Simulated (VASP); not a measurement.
# TiN (Fm-3m) in VASP: notebook

The runs below take TiN through single point, with r2SCAN+U.

Program: VASP 6.6.1. These are calculated values, not measurements. Logs are shortened: lines on timing, memory, paths and dates and some standing lists are left out, and cuts for length are marked.

### Step 1. The cell of the first run

The structure is cubic, space group Fm-3m (No. 225). Conventional cell: a = 4.225 Å, b = 4.225 Å, c = 4.225 Å, α = 90.00°, β = 90.00°, γ = 90.00°. Ti (site symmetry m-3m) has 6 N at 2.11 Å within 2.8 Å. N (site symmetry m-3m) has 6 Ti at 2.11 Å within 2.8 Å.

### Step 2. Single point, r2SCAN+U, collinear spin, ferromagnetic start

Contents of POSCAR:

```
TiN
1.0
    0.0000000000      2.1125000000      2.1125000000
    2.1125000000      0.0000000000      2.1125000000
    2.1125000000      2.1125000000      0.0000000000
Ti N
1 1
Direct
    0.0000000000      0.0000000000      0.0000000000
    0.5000000000      0.5000000000      0.5000000000
```

Contents of INCAR.step1:

```
SYSTEM = TiN
PREC = Accurate
ENCUT = 520
ISMEAR = 0
SIGMA = 0.03
LREAL = .False.
LASPH = .True.
NELM = 150
ISPIN = 2
MAGMOM = 1 0
LMAXMIX = 4
LDAU = .True.
LDAUTYPE = 2
LDAUL = 2 -1
LDAUU = 3 0
LDAUJ = 0 0
NBANDS = 20
GGA = PE
ALGO = Normal
EDIFF = 1E-4
LWAVE = .True.
LCHARG = .False.
```

Contents of INCAR.step2:

```
SYSTEM = TiN
PREC = Accurate
ENCUT = 520
EDIFF = 1E-6
ISMEAR = 0
SIGMA = 0.03
LREAL = .False.
LASPH = .True.
NELM = 150
ALGO = Normal
ISIF = 2
LWAVE = .False.
LCHARG = .False.
ISPIN = 2
MAGMOM = 1 0
LORBIT = 11
LMAXMIX = 4
LDAU = .True.
LDAUTYPE = 2
LDAUL = 2 -1
LDAUU = 3 0
LDAUJ = 0 0
LDAUPRINT = 1
METAGGA = R2SCAN
LMIXTAU = .True.
NBANDS = 20
ISTART = 1
```

Contents of KPOINTS:

```
Automatic mesh
0
Gamma
  8 8 8
  0 0 0
```

Potentials or basis: VASP PAW PBE potentials, release 64 (Ti_sv, N).

Started as:

```
> cat potpaw_PBE.64/Ti_sv/POTCAR potpaw_PBE.64/N/POTCAR > POTCAR
> cp INCAR.step1 INCAR
> mpirun -np 1 vasp_std > vasp.out
> cp INCAR.step2 INCAR
> mpirun -np 1 vasp_std > vasp.out
```

OUTCAR:

```text
SYSTEM = TiN
   PREC = Accurate
   ENCUT = 520
   EDIFF = 1E-6
   ISMEAR = 0
   LREAL = .False.
   LASPH = .True.
   NELM = 150
   ISIF = 2
   ISPIN = 2
   LORBIT = 11
   METAGGA = R2SCAN
   ISTART = 1

 ion  position               nearest neighbor table
   1  0.000  0.000  0.000-   2 2.11   2 2.11   2 2.11   2 2.11   2 2.11   2 2.11
   2  0.500  0.500  0.500-   1 2.11   1 2.11   1 2.11   1 2.11   1 2.11   1 2.11

  LATTYP: Found a face centered cubic cell.
 ALAT       =     4.2250000000

  Lattice vectors:

 A1 = (   0.0000000000,   2.1125000000,   2.1125000000)
 A2 = (   2.1125000000,   0.0000000000,   2.1125000000)
 A3 = (   2.1125000000,   2.1125000000,   0.0000000000)

Analysis of symmetry for initial positions (statically):
=====================================================================
 Subroutine PRICEL returns:
 Original cell was already a primitive cell.

 Routine SETGRP: Setting up the symmetry group for a
 face centered cubic supercell.

 Subroutine GETGRP returns: Found 48 space group operations
 (whereof 48 operations were pure point group operations)
 out of a pool of 48 trial point group operations.

The static configuration has the point symmetry O_h .

Analysis of symmetry for dynamics (positions and initial velocities):
=====================================================================
 Subroutine PRICEL returns:
 Original cell was already a primitive cell.

 Routine SETGRP: Setting up the symmetry group for a
 face centered cubic supercell.

 Subroutine GETGRP returns: Found 48 space group operations
 (whereof 48 operations were pure point group operations)
 out of a pool of 48 trial point group operations.

The dynamic configuration has the point symmetry O_h .

Analysis of structural, dynamic, and magnetic symmetry:
=====================================================================
 Subroutine PRICEL returns:
 Original cell was already a primitive cell.

[... 168 lines left out ...]
  0.0000  0.0000  0.0000  0.0000  0.1954

 occupancies and eigenvectors

  o =  0.1589  v =  0.0000  0.0000  0.0000  0.0000  0.0000  1.0000  0.0000  0.0000  0.0000  0.0000      0.0000  0.0000  0.0000  0.0000  0.0000  0.0000  0.0000  0.0000  0.0000  0.0000
  o =  0.1589  v =  0.0000  0.0000  0.0000  0.0000  0.0000  0.0000 -0.9923  0.0000 -0.1237  0.0000      0.0000  0.0000  0.0000  0.0000  0.0000  0.0000  0.0000  0.0000  0.0000  0.0000
  o =  0.1589  v =  0.0000  0.0000  0.0000  0.0000  0.0000  0.0000 -0.1237 -0.0000  0.9923 -0.0000      0.0000  0.0000  0.0000  0.0000  0.0000  0.0000  0.0000  0.0000  0.0000  0.0000
  o =  0.1954  v =  0.0000  0.0000  0.0000  0.0000  0.0000  0.0000  0.0000  0.0014 -0.0000 -1.0000      0.0000  0.0000  0.0000  0.0000  0.0000  0.0000  0.0000  0.0000  0.0000  0.0000
  o =  0.1954  v =  0.0000  0.0000  0.0000  0.0000  0.0000  0.0000 -0.0000  1.0000  0.0000  0.0014      0.0000  0.0000  0.0000  0.0000  0.0000  0.0000  0.0000  0.0000  0.0000  0.0000
  o =  0.1976  v =  0.0000  0.0000  0.0183 -0.0000 -0.9998  0.0000  0.0000  0.0000  0.0000  0.0000      0.0000  0.0000  0.0000  0.0000  0.0000  0.0000  0.0000  0.0000  0.0000  0.0000
  o =  0.1976  v =  0.0000 -0.0000 -0.9998  0.0000 -0.0183  0.0000  0.0000  0.0000  0.0000  0.0000      0.0000  0.0000  0.0000  0.0000  0.0000  0.0000  0.0000  0.0000  0.0000  0.0000
  o =  0.2062  v =  1.0000  0.0000  0.0000  0.0000  0.0000  0.0000  0.0000  0.0000  0.0000  0.0000      0.0000  0.0000  0.0000  0.0000  0.0000  0.0000  0.0000  0.0000  0.0000  0.0000
  o =  0.2062  v =  0.0000  0.9990 -0.0000  0.0444  0.0000  0.0000  0.0000  0.0000  0.0000  0.0000      0.0000  0.0000  0.0000  0.0000  0.0000  0.0000  0.0000  0.0000  0.0000  0.0000
  o =  0.2062  v =  0.0000  0.0444 -0.0000 -0.9990  0.0000  0.0000  0.0000  0.0000  0.0000  0.0000      0.0000  0.0000  0.0000  0.0000  0.0000  0.0000  0.0000  0.0000  0.0000  0.0000

 number of electron      17.0000000 magnetization       0.1848399

 Free energy of the ion-electron system (eV)
  ---------------------------------------------------
  ext. energy  EPLUGINS =         0.00000000
  ---------------------------------------------------
  free energy    TOTEN  =       -23.66712685 eV

  energy without entropy =      -23.66680341  energy(sigma->0) =      -23.66696513

 E-fermi :  12.3809     XC(G=0): -13.9642

 val. band max:       12.2950691551   @ k =   0.1250   0.0000   0.0000
 cond. band min:      12.4124147357   @ k =   0.5000   0.2500   0.1250
 fundamental gap:      0.1173455806
 Fermi energy:        12.3809139920

 spin component 1

 k-point     1 :       0.0000    0.0000    0.0000
  band No.  band energies     occupation
      1     -48.9967      1.00000
      2     -23.9032      1.00000
      3     -23.9031      1.00000
      4     -23.9031      1.00000
      5      -6.3907      1.00000
      6       9.6167      1.00000
[... 1097 lines left out ...]
     19      36.3826      0.00000
     20      40.3766      0.00000

 [... further k-points ...]
[... 5 lines left out ...]
  --------------------------------------------------------------------------------------
  -------------------------------------------------------------------------------------
  Total        1.5404761      1.5404761      1.5404761      0.0000000      0.0000000      0.0000000
  in kB      130.9017321    130.9017321    130.9017321      0.0000000      0.0000000      0.0000000
  external PRESSURE =     130.9017321 kB  Pullay stress =       0.0000000 kB

 VOLUME and BASIS-vectors are now :
 -----------------------------------------------------------------------------
  energy-cutoff  :      520.00
  volume of cell :       18.85
      direct lattice vectors                 reciprocal lattice vectors
     0.000000000  2.112500000  2.112500000    -0.236686391  0.236686391  0.236686391
     2.112500000  0.000000000  2.112500000     0.236686391 -0.236686391  0.236686391
     2.112500000  2.112500000  0.000000000     0.236686391  0.236686391 -0.236686391

 POSITION                                       TOTAL-FORCE (eV/Angst)
 -----------------------------------------------------------------------------------
      0.00000      0.00000      0.00000         0.000000     -0.000000      0.000000
      2.11250      2.11250      2.11250        -0.000000      0.000000     -0.000000
 -----------------------------------------------------------------------------------
    total drift:                                0.000000     -0.000000     -0.000000

  FREE ENERGIE OF THE ION-ELECTRON SYSTEM (eV)
  ---------------------------------------------------
  free  energy   TOTEN  =       -23.6671268549 eV

  energy  without entropy=      -23.6668034143  energy(sigma->0) =      -23.66696513

 total charge

# of ion       s       p       d       tot
------------------------------------------
    1        2.190   6.247   1.853  10.290
    2        1.255   2.575   0.000   3.830
--------------------------------------------------
tot          3.445   8.822   1.853  14.120

 magnetization (x)

# of ion       s       p       d       tot
------------------------------------------
    1        0.002   0.001   0.146   0.148
    2        0.000   0.004   0.000   0.005
--------------------------------------------------
tot          0.002   0.005   0.146   0.153
```

It took 70 s on 1 thread of Intel Xeon 6975P-C, shared host; peak memory 0.16 GiB.

What came out:

| Quantity | Value |
| --- | --- |
| Free energy | -23.6671 eV |
| Pressure | 13.1 GPa |
| Net moment | 0.18 μB per cell |
| Site moments | Ti +0.15; N +0.01 μB |
| Valence electrons inside the program's atomic spheres | Ti 10.29; N 3.83 |

Eigenvalues of the final occupation matrices:
| site | spin | trace | eigenvalues |
| --- | --- | --- | --- |
| site 1 d | 1 | 1.01 | 0.20 0.20 0.21 0.21 0.21 |
| site 1 d | 2 | 0.87 | 0.16 0.16 0.16 0.20 0.20 |

Caveat: the PAW data sets were made with another functional, which shifts forces and pressure a little.

### Step 3. Single point, r2SCAN+U, collinear spin, ferromagnetic start

POSCAR is that of step 2.

Contents of INCAR.step1:

```
PREC = Accurate ; ENCUT = 520
ISMEAR = 0 ; SIGMA = 0.03
LREAL = F ; LASPH = T
NELM = 150 ; ISPIN = 2
MAGMOM = 1 0 ; LMAXMIX = 4
LDAU = T ; LDAUTYPE = 2
LDAUL = 2 -1 ; LDAUU = 3 0
LDAUJ = 0 0 ; NBANDS = 20
GGA = PE ; ALGO = Normal
EDIFF = 1E-4 ; LWAVE = T
LCHARG = F
```

Contents of INCAR.step2:

```
PREC = Accurate ; ENCUT = 520
EDIFF = 1E-6 ; ISMEAR = 0
SIGMA = 0.03 ; LREAL = F
LASPH = T ; NELM = 150
ALGO = Normal ; ISIF = 2
LWAVE = F ; LCHARG = F
ISPIN = 2 ; MAGMOM = 1 0
LORBIT = 11 ; LMAXMIX = 4
LDAU = T ; LDAUTYPE = 2
LDAUL = 2 -1 ; LDAUU = 3 0
LDAUJ = 0 0 ; LDAUPRINT = 1
METAGGA = R2SCAN ; LMIXTAU = T
NBANDS = 20 ; ISTART = 1
```

Contents of KPOINTS:

```
Automatic mesh
0
Gamma
  8 8 8
```

Potentials or basis: VASP PAW PBE potentials, release 64 (Ti_sv, N).

Started as:

```
> cat potpaw_PBE.64/Ti_sv/POTCAR potpaw_PBE.64/N/POTCAR > POTCAR
> cp INCAR.step1 INCAR
> mpirun -np 1 vasp_std > vasp.out
> cp INCAR.step2 INCAR
> mpirun -np 1 vasp_std > vasp.out
```

It took 81 s on 1 thread of Intel Xeon 6975P-C, shared host; peak memory 0.17 GiB.

It converged, with:

| Item | Value |
| --- | --- |
| Free energy | -23.6671 eV |
| Pressure | 13.1 GPa |
| Net moment | 0.18 μB per cell |
| Site moments | Ti +0.15; N +0.01 μB |
| Valence electrons inside the program's atomic spheres | Ti 10.29; N 3.83 |

Levels at points of the mesh, in eV from the Fermi level:
Spin up:
```csv
k point,band 6,band 7,band 8,band 9,band 10,band 11,band 12,band 13
"(0.00, 0.00, 0.00)",-2.76,-2.76,-2.76,-0.80,-0.80,-0.80,0.56,0.56
"(0.50, 0.00, 0.00)",-9.01,-6.18,-6.18,1.62,1.62,2.27,5.87,5.89
"(0.50, 0.50, 0.00)",-6.80,-4.05,-4.05,-3.38,1.67,2.33,2.33,3.72
```
Spin down:
| k point | band 6 | band 7 | band 8 | band 9 | band 10 | band 11 |
| --- | --- | --- | --- | --- | --- | --- |
| (0.00, 0.00, 0.00) | -2.75 | -2.75 | -2.75 | -0.45 | -0.45 | -0.45 |
| (0.50, 0.00, 0.00) | -8.90 | -6.13 | -6.13 | 2.00 | 2.00 | 2.60 |
| (0.50, 0.50, 0.00) | -6.75 | -4.02 | -4.02 | -3.07 | 1.76 | 2.74 |

Eigenvalues of the final occupation matrices:
```csv
site,spin,trace,eigenvalues
site 1 d,1,1.01,0.20 0.20 0.21 0.21 0.21
site 1 d,2,0.87,0.16 0.16 0.16 0.20 0.20
```

Caveat: the PAW data sets were made with another functional, which shifts forces and pressure a little.
